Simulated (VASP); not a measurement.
# Li16B (a cell with a defect): single point with PBE

Li16B (a cell with a defect):

```
Li B
1.0
     6.98000    0.00000    0.00000
     0.00000    6.98000    0.00000
     0.00000    0.00000    6.98000
Li B
16 1
Direct
  0.98381 0.99064 0.14595
  0.48794 0.10530 0.91074
  0.00222 0.47825 0.99308
  0.97519 0.99222 0.61016
  0.24238 0.21321 0.22476
  0.42509 0.46374 0.95192
  0.62443 0.03216 0.47236
  0.75996 0.27715 0.21241
  0.98158 0.53540 0.41420
  0.32179 0.76126 0.34577
  0.17524 0.27074 0.62914
  0.56466 0.38271 0.59215
  0.65721 0.79821 0.13307
  0.83762 0.19997 0.84319
  0.21357 0.86672 0.84913
  0.73924 0.74547 0.81897
  0.12907 0.17583 0.90125
```

| Item | Value |
| --- | --- |
| Program | VASP 6.6.1 |
| Task | single point |
| Functional | PBE |
| Potentials or basis | VASP PAW PBE potentials, release 64 (Li_sv, B) |
| Cutoff | 520 eV |
| k mesh | 2 × 2 × 2 |
| Occupations | fermi-dirac, width 0.15 eV |
| Spin | no spin polarisation |

The largest force is 1.132 eV/Å.

Forces on the atoms (eV/Å):
```
Li   0.084 -0.413 -0.117
Li  -0.426 -0.333  0.037
Li   0.360  0.180 -0.142
Li   0.100 -0.234 -0.425
Li   0.375  0.173 -0.086
Li  -0.262  0.237  0.226
Li  -0.326 -0.315  0.126
Li  -0.327  0.182  0.030
Li  -0.252  0.340  0.214
Li  -0.144 -0.093  0.045
Li   0.475  0.533 -0.389
Li   0.070  0.491 -0.239
Li  -0.084 -0.200  0.671
Li  -0.523  0.132 -0.229
Li   0.282 -0.375  0.101
Li   0.044 -0.200 -0.804
B    0.554 -0.105  0.981
```

Levels at points of the mesh, in eV from the Fermi level:
| k point | band 23 | band 24 | band 25 | band 26 | band 27 | band 28 |
| --- | --- | --- | --- | --- | --- | --- |
| (0.00, 0.00, 0.00) | -1.05 | -0.09 | 0.01 | 0.12 | 0.26 | 0.50 |
| (0.50, 0.00, 0.00) | -0.73 | -0.68 | -0.62 | -0.28 | 0.23 | 0.66 |
| (0.00, 0.50, 0.00) | -0.79 | -0.42 | -0.37 | -0.33 | 0.29 | 0.59 |
| (0.00, 0.00, 0.50) | -0.60 | -0.56 | -0.40 | -0.30 | 0.17 | 0.40 |
| (0.50, 0.50, 0.00) | -0.57 | -0.40 | -0.20 | 0.09 | 0.18 | 0.37 |
| (0.00, 0.50, 0.50) | -0.59 | -0.41 | -0.25 | 0.09 | 0.28 | 0.44 |
| (0.50, 0.00, 0.50) | -0.50 | -0.45 | -0.38 | -0.02 | 0.25 | 0.37 |
| (0.50, 0.50, 0.50) | -1.47 | -1.30 | -0.10 | 0.15 | 0.45 | 1.42 |

It took 3.2 min on 1 thread of AMD EPYC 7R43 64-Core Processor (Zen 3), on a shared host, peak memory 0.34 GiB.

Caveat: the k points lie up to 0.45 Å⁻¹ apart.
